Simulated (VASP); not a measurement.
# NaH (Fm-3m) in VASP: further runs, part 2 of 2

VASP 6.6.1. Earlier steps stand in the parts before.

### 3 Single point, PBEsol (13.66 Å³/atom)

This run uses another cell than the first one, of 13.66 Å³/atom.

Contents of INCAR:

```
  PREC = Accurate
  ENCUT = 520
  EDIFF = 1E-6
  ISMEAR = -1
  SIGMA = 0.03
  LREAL = False
  LASPH = True
  NELM = 60
  ALGO = Normal
  ISIF = 2
  LWAVE = False
  LCHARG = False
  GGA = PS
  NBANDS = 11
```

Contents of KPOINTS:

```
Automatic mesh
0
Gamma
  9 9 9
```

Contents of POSCAR:

```
NaH
1.0
    0.0000000000      2.3901901053      2.3901901053
    2.3901901053      0.0000000000      2.3901901053
    2.3901901053      2.3901901053      0.0000000000
Na H
1 1
Direct
    0.0000000000      0.0000000000      0.0000000000
    0.5000000000      0.5000000000      0.5000000000
```

Potentials or basis: VASP PAW PBE potentials, release 64 (Na_pv, H).

On the command line:

```bash
> cat potpaw_PBE.64/Na_pv/POTCAR potpaw_PBE.64/H/POTCAR > POTCAR
> mpirun -np 1 vasp_std > vasp.out
```

OUTCAR:

```text
PREC = Accurate
   ENCUT = 520
   EDIFF = 1E-6
   ISMEAR = -1
   LREAL = False
   LASPH = True
   NELM = 60
   ISIF = 2
   GGA = PS

 ion  position               nearest neighbor table
   1  0.000  0.000  0.000-
   2  0.500  0.500  0.500-

  LATTYP: Found a face centered cubic cell.
 ALAT       =     4.7803802106

  Lattice vectors:

 A1 = (   0.0000000000,   2.3901901053,   2.3901901053)
 A2 = (   2.3901901053,   0.0000000000,   2.3901901053)
[... 509 lines left out ...]
      3     -22.9681      2.00000
      4      -1.3773      2.00000
      5       3.7207      0.00000
      6       8.9841      0.00000
      7       9.7733      0.00000
      8       9.7733      0.00000
      9      11.2066      0.00000
     10      22.7885      0.00000
     11      24.5130      0.00000

 [... further k-points ...]
[... 5 lines left out ...]
  --------------------------------------------------------------------------------------
  -------------------------------------------------------------------------------------
  Total        0.0256081      0.0256081      0.0256081      0.0000000      0.0000000      0.0000000
  in kB        1.5023136      1.5023136      1.5023136      0.0000000      0.0000000      0.0000000
  external PRESSURE =       1.5023136 kB  Pullay stress =       0.0000000 kB

 VOLUME and BASIS-vectors are now :
 -----------------------------------------------------------------------------
  energy-cutoff  :      520.00
  volume of cell :       27.31
      direct lattice vectors                 reciprocal lattice vectors
     0.000000000  2.390190105  2.390190105    -0.209188382  0.209188382  0.209188382
     2.390190105  0.000000000  2.390190105     0.209188382 -0.209188382  0.209188382
     2.390190105  2.390190105  0.000000000     0.209188382  0.209188382 -0.209188382

 POSITION                                       TOTAL-FORCE (eV/Angst)
 -----------------------------------------------------------------------------------
      0.00000      0.00000      0.00000        -0.000000      0.000000     -0.000000
      2.39019      2.39019      2.39019         0.000000     -0.000000      0.000000
 -----------------------------------------------------------------------------------
    total drift:                               -0.000000     -0.000000     -0.000000

  FREE ENERGIE OF THE ION-ELECTRON SYSTEM (eV)
  ---------------------------------------------------
  free  energy   TOTEN  =        -5.0857289844 eV

  energy  without entropy=       -5.0857289844  energy(sigma->0) =       -5.08572898
```

OSZICAR:

```text
N       E                     dE             d eps       ncg     rms          rms(c)
DAV:   1     0.347002347902E+02    0.34700E+02   -0.45921E+03   770   0.764E+02
DAV:   2    -0.429264718140E+01   -0.38993E+02   -0.38405E+02   815   0.187E+02
DAV:   3    -0.545837776826E+01   -0.11657E+01   -0.11643E+01   940   0.313E+01
DAV:   4    -0.546554510815E+01   -0.71673E-02   -0.71667E-02   918   0.244E+00
DAV:   5    -0.546560710746E+01   -0.61999E-04   -0.61999E-04   896   0.231E-01    0.293E+00
DAV:   6    -0.516640136987E+01    0.29921E+00   -0.29286E-01   943   0.330E+00    0.136E+00
DAV:   7    -0.508340864120E+01    0.82993E-01   -0.27173E-01   884   0.230E+00    0.324E-01
DAV:   8    -0.508574438051E+01   -0.23357E-02   -0.65886E-03   875   0.980E-01    0.634E-02
DAV:   9    -0.508574018351E+01    0.41970E-05   -0.67116E-04   946   0.315E-01    0.189E-02
DAV:  10    -0.508572839733E+01    0.11786E-04   -0.39455E-05   879   0.423E-02    0.283E-03
DAV:  11    -0.508572898438E+01   -0.58705E-06   -0.11374E-06   895   0.620E-03
   1 F= -.50857290E+01 E0= -.50857290E+01  d E =-.839025E-12
```

stdout:

```text
POSCAR found type information on POSCAR NaH
 POSCAR found :  2 types and       2 ions
 scaLAPACK will be used
 -----------------------------------------------------------------------------
|                                                                             |
|                                                                             |
|     You enforced a specific xc type in the INCAR file but a different       |
|     I HOPE YOU KNOW WHAT YOU ARE DOING!                                     |
|                                                                             |
 -----------------------------------------------------------------------------

 LDA part: xc-table for (Slater+PW92), standard interpolation
 POSCAR, INCAR and KPOINTS ok, starting setup
 FFT: planning ... GRIDC
 FFT: planning ... GRID_SOFT
 FFT: planning ... GRID
 WAVECAR not read
 entering main loop
```

It took 19 s on 1 thread of Intel Xeon 8259CL, shared host; peak memory 0.15 GiB.

Results:

```
Free energy            : -5.0857 eV
Pressure               : 0.2 GPa
Band gap on the k mesh : 3.93 eV (least direct gap 4.68 eV)
```

Levels at points of the mesh, in eV from the valence-band top:
| k point | band 1 | band 2 | band 3 | band 4 | band 5 | band 6 | band 7 | band 8 | band 9 |
| --- | --- | --- | --- | --- | --- | --- | --- | --- | --- |
| (0.00, 0.00, 0.00) | -21.87 | -21.87 | -21.87 | -3.75 | 10.77 | 15.71 | 15.71 | 15.71 | 16.74 |

Caveat: the PAW data sets were made with another functional, which shifts forces and pressure a little; an odd mesh through Γ misses points on the zone boundary, where band edges can lie.

### 4 Single point, PBEsol (14.24 Å³/atom)

This run uses another cell than the first one, of 14.24 Å³/atom.

Contents of INCAR:

```
PREC = Accurate
ENCUT = 520
EDIFF = 1E-7
ISMEAR = -1
SIGMA = 0.03
LREAL = F
LASPH = T
NELM = 60
ALGO = Normal
ISIF = 2
LWAVE = F
LCHARG = F
GGA = PS
NBANDS = 11
```

KPOINTS is that of step 3.

Contents of POSCAR:

```
NaH
1.0
    0.0000000000      2.4236236676      2.4236236676
    2.4236236676      0.0000000000      2.4236236676
    2.4236236676      2.4236236676      0.0000000000
Na H
1 1
Direct
    0.0000000000      0.0000000000      0.0000000000
    0.5000000000      0.5000000000      0.5000000000
```

On the command line:

```bash
> cat potpaw_PBE.64/Na_pv/POTCAR potpaw_PBE.64/H/POTCAR > POTCAR
> mpirun -np 1 vasp_std > vasp.out
```

Wall time 22 s (1 thread of Intel Xeon 8259CL, shared host); peak memory 0.15 GiB.

Results (log left out):

| Quantity | Value |
| --- | --- |
| Free energy | -5.0839 eV |
| Pressure | -0.8 GPa |
| Band gap on the k mesh | 3.86 eV (least direct gap 4.59 eV) |

Levels at points of the mesh, in eV from the valence-band top:
```
           k point  band 1  band 2  band 3  band 4  band 5  band 6  band 7  band 8
(0.00, 0.00, 0.00)  -21.95  -21.95  -21.95   -3.63   10.40   15.40   15.40   15.40
```

Caveat: the PAW data sets were made with another functional, which shifts forces and pressure a little; an odd mesh through Γ misses points on the zone boundary, where band edges can lie.

### 5 Summary

```tsv
cell	gap on the mesh (eV)	pressure (GPa)
a = 3.404 Å, angles 60.0°, 2 atoms	3.89	-0.3
a = 3.380 Å, angles 60.0°, 2 atoms	3.93	0.2
a = 3.428 Å, angles 60.0°, 2 atoms	3.86	-0.8
```

Alike in all rows: task single point; level PBEsol; potentials or basis VASP PAW PBE potentials, release 64 (Na_pv, H); no spin polarisation; k mesh 9 × 9 × 9; cutoff (eV) 520; smearing fermi-dirac 0.03 eV.

Caveats: the PAW data sets were made with another functional, which shifts forces and pressure a little; an odd mesh through Γ misses points on the zone boundary, where band edges can lie.

Total energies depend on the potentials used, so only differences within one code and one set of settings carry meaning.
